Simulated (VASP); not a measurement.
Write the native input for VASP 6.6.1 that does the following.

* Task: single point
* Functional: PBE
* Potentials or basis: VASP PAW PBE potentials, release 64 (Hf_pv, O)
* Cutoff: 520 eV
* k mesh: 9 × 9 × 9
* Occupations: gaussian, width 0.014 eV
* Spin: no spin polarisation
* Dipole correction: no
* Further INCAR settings: ALGO = Normal; EDIFF = 1e-06; NBANDS = 18

The structure of HfO2 lies in POSCAR:

```
HfO2
1.0
    0.0000000000      2.5575000000      2.5575000000
    2.5575000000      0.0000000000      2.5575000000
    2.5575000000      2.5575000000      0.0000000000
Hf O
1 2
Direct
    0.0000000000      0.0000000000      0.0000000000
    0.7500000000      0.7500000000      0.7500000000
    0.2500000000      0.2500000000      0.2500000000
```

The input as run:

INCAR

```
SYSTEM = HfO2
ALGO = Normal
EDIFF = 1E-6
ENCUT = 520
GGA = PE
ISIF = 2
ISMEAR = 0
LASPH = .TRUE.
LCHARG = .FALSE.
LREAL = .FALSE.
LWAVE = .FALSE.
NBANDS = 18
NELM = 100
PREC = Accurate
SIGMA = 0.014
```

KPOINTS

```
k-points
0
G
  9 9 9
  0 0 0
```

Potentials or basis: VASP PAW PBE potentials, release 64 (Hf_pv, O).

Command:

```sh
$ cat potpaw_PBE.64/Hf_pv/POTCAR potpaw_PBE.64/O/POTCAR > POTCAR
$ mpirun -np 1 vasp_std > vasp.out
```

Results of the run:

The pressure is -6.0 GPa and the band gap on the k mesh is 3.84 eV, indirect (least direct gap 3.95 eV).

Caveat: spin-orbit coupling is left out, which moves the levels of the heavy elements.

It took 12 s on 1 thread of Intel(R) Xeon(R) 6975P-C (Granite Rapids), on a shared host, peak memory 0.17 GiB.
